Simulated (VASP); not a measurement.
Set up this calculation in VASP 6.6.1, as the native input.

* Task: single point
* Functional: HSE06
* Potentials or basis: VASP PAW PBE potentials, release 64 (Ru_pv, Al)
* Cutoff: 520 eV
* k mesh: 4 × 4 × 4
* Occupations: fermi-dirac, width 0.1 eV
* Spin: no spin polarisation
* Dipole correction: no
* Grid for exact exchange (PRECFOCK): Normal
* Further INCAR settings: ALGO = Normal; EDIFF = 1e-06; NBANDS = 16
* Share of exact exchange: 0.25
* Screening parameter: 0.2079 1/Å

Crystal: AlRu (CsCl type).

```xyz
2
Lattice="3.0395 0.0000 0.0000 0.0000 3.0395 0.0000 0.0000 0.0000 3.0395" Properties=species:S:1:pos:R:3 pbc="T T T"
Ru    0.0000    0.0000    0.0000
Al    1.5197    1.5197    1.5197
```

These files were run (other wordings do the same):

POSCAR

```
AlRu
1.0
    3.0394782115      0.0000000000      0.0000000000
    0.0000000000      3.0394782115      0.0000000000
    0.0000000000      0.0000000000      3.0394782115
Ru Al
1 1
Direct
    0.0000000000      0.0000000000      0.0000000000
    0.5000000000      0.5000000000      0.5000000000
```

INCAR.step1

```
PREC = Accurate
ENCUT = 520
EDIFF = 1E-5
ISMEAR = -1
SIGMA = 0.1
LREAL = F
LASPH = T
NELM = 80
ALGO = Normal
ISIF = 2
LWAVE = T
LCHARG = F
NBANDS = 16
GGA = PE
```

INCAR.step2

```
PREC = Accurate
ENCUT = 520
EDIFF = 1E-6
ISMEAR = -1
SIGMA = 0.1
LREAL = F
LASPH = T
NELM = 80
ALGO = Normal
ISIF = 2
LWAVE = F
LCHARG = F
GGA = PE
LHFCALC = T
HFSCREEN = 0.2079
PRECFOCK = Normal
NBANDS = 16
ISTART = 1
```

KPOINTS

```
Automatic mesh
0
Gamma
  4 4 4
```

Potentials or basis: VASP PAW PBE potentials, release 64 (Ru_pv, Al).

Command:

```console
$ cat potpaw_PBE.64/Ru_pv/POTCAR potpaw_PBE.64/Al/POTCAR > POTCAR
$ cp INCAR.step1 INCAR
$ mpirun -np 1 vasp_std > vasp.out
$ cp INCAR.step2 INCAR
$ mpirun -np 1 vasp_std > vasp.out
```

Results of the run:

- Pressure: -15.7 GPa
- Band gap on the k mesh: zero (an odd number of electrons rules out a gap without spin polarisation)

Caveat: the k points lie up to 0.52 Å⁻¹ apart, too coarse for converged energies and pressures of a metal; the PAW data sets were made with another functional, which shifts forces and pressure a little.

Wall time 7 min on 1 thread of AMD EPYC 7R43 64-Core Processor (Zen 3), with other jobs on the host, peak memory 0.21 GiB.
